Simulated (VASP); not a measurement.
Input of a VASP 6.6.1 run:

File INCAR:

```
PREC = Accurate
ENCUT = 450
EDIFF = 1E-7
ISMEAR = 0
SIGMA = 0.02
LREAL = F
LASPH = T
NELM = 120
ALGO = Normal
ISIF = 2
LWAVE = F
LCHARG = F
GGA = CA
IBRION = 2
NSW = 60
EDIFFG = -0.002
GGA_COMPAT = F
NELMIN = 4
```

KPOINTS

```
regular mesh
0
Gamma
  10 10 10
```

POSCAR

```
BP
1.0
    0.0000000000      2.2229228706      2.2558474901
    2.2229228706      0.0000000000      2.2558474901
    2.2229228706      2.2229228706      0.0000000000
B P
1 1
Direct
    0.0000000000      0.0000000000      0.0000000000
    0.2500000000      0.2500000000      0.2500000000
```

Potentials or basis: VASP PAW LDA potentials, release 64 (B, P).

Command:

```bash
$ cat potpaw_LDA.64/B/POTCAR potpaw_LDA.64/P/POTCAR > POTCAR
$ mpirun -np 1 vasp_std > vasp.out
```

What does it give for the band gap on the k mesh?

1.02 eV (least direct gap 3.38 eV).

Stress tensor (GPa, compression positive):
```
 4.05  0.00  0.00
 0.00  4.05  0.00
 0.00  0.00 -0.11
```

Caveat: the cell differs from its parent crystal (strained cell); the relaxation stopped at its first step, so nothing moved. A k mesh can miss the band edges.
